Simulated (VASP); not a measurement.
MnO2:

```
Mn O
1.0
     4.39600    0.00000    0.00000
     0.00000    4.39600    0.00000
     0.00000    0.00000    2.87100
Mn O
2 4
Direct
  0.00000 0.00000 0.00000
  0.50000 0.50000 0.50000
  0.30200 0.30200 0.00000
  0.19800 0.80200 0.50000
  0.69800 0.69800 0.00000
  0.80200 0.19800 0.50000
```

```yaml
Program: VASP 6.6.1
Task: relaxation of cell and atoms
Functional: PBE
Potentials_or_basis: VASP PAW PBE potentials, release 64 (Mn_pv, O)
Cutoff: 600 eV
k_mesh: 4 × 4 × 8
Occupations: gaussian, width 0.1 eV
Spin: collinear spin, ferromagnetic start
Starting_moments: "[2.91, 2.91, 0.0, 0.0, 0.0, 0.0] μB"
Hubbard_terms: Mn d U = 3.9 eV
```

At the start: pressure 11.4 GPa; volume 9.25 Å³/atom.

**Question.** Where does the relaxation end?

**Answer.** Over 4 steps the energy falls by 20.8 meV/atom and the volume is 9.77 Å³/atom (+5.7 %); space group P4_2/mnm (No. 136, to 0.1 Å) before and after; moment 6.08 μB per cell.

Step by step:
| step | energy change (eV) | largest force (eV/Å) | pressure (GPa) | volume (Å³) |
| --- | --- | --- | --- | --- |
| 1 | 0.0000 | 0.4271 | 11.40 | 55.48 |
| 2 | -0.0762 | 0.1646 | -6.46 | 60.93 |
| 3 | -0.1190 | 0.2429 | -0.58 | 58.75 |
| 4 | -0.1249 | 0.0106 | 0.09 | 58.62 |

Final structure:
```
Mn O
1.0
     4.47042    0.00000    0.00000
     0.00000    4.47042    0.00000
     0.00000    0.00000    2.93338
Mn O
2 4
Cartesian
  0.0000 0.0000 2.9334
  2.2352 2.2352 1.4667
  1.3672 1.3672 2.9334
  0.8680 3.6025 1.4667
  3.1032 3.1032 0.0000
  3.6025 0.8680 1.4667
```

Caveat: only a ferromagnetic start was run, and an antiferromagnetic order may lie lower in energy.
